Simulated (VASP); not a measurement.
Runs of VASP 6.6.1 on MgO2. The structure is that of space group R-3m (No. 166), or close to it. The cells are those of the table. 

| cell | gap on the mesh (eV) | pressure (GPa) | largest force (eV/Å) |
| --- | --- | --- | --- |
| a = 4.314 Å, angles 41.0°, 3 atoms | 0.36 | -11.0 | 2.02 |
| a = 4.044 Å, angles 46.0°, 3 atoms | 2.20 | -8.2 | 0.89 |
| a = 4.495 Å, angles 38.2°, 3 atoms | none | -10.2 | 1.85 |
| a = 3.613 Å, angles 57.2°, 3 atoms | 2.02 | 15.7 | 9.55 |
| a = 3.695 Å, angles 54.6°, 3 atoms | (b) | 8.0 | 5.94 |
| a = 3.885 Å, angles 49.5°, 3 atoms | 3.53 | -3.2 | 1.10 |
| a = 4.133 Å, angles 44.2°, 3 atoms | 1.54 | (a) | 1.51 |
| a = 3.815 Å, angles 51.3°, 3 atoms | 3.61 | 0.1 | 2.48 |

Alike in all rows: task single point; level r2SCAN; potentials or basis VASP PAW PBE potentials, release 64 (Mg, O); no spin polarisation; k mesh 12 × 12 × 12; cutoff (eV) 520; smearing gaussian 0.05 eV.

Fill in the values left out.

(a) -9.8; (b) 2.82.

Caveats: the PAW data sets were made with another functional, which shifts forces and pressure a little.

A k mesh can miss the band edges.

A gap of «none» marks levels without a gap at the run's occupations.
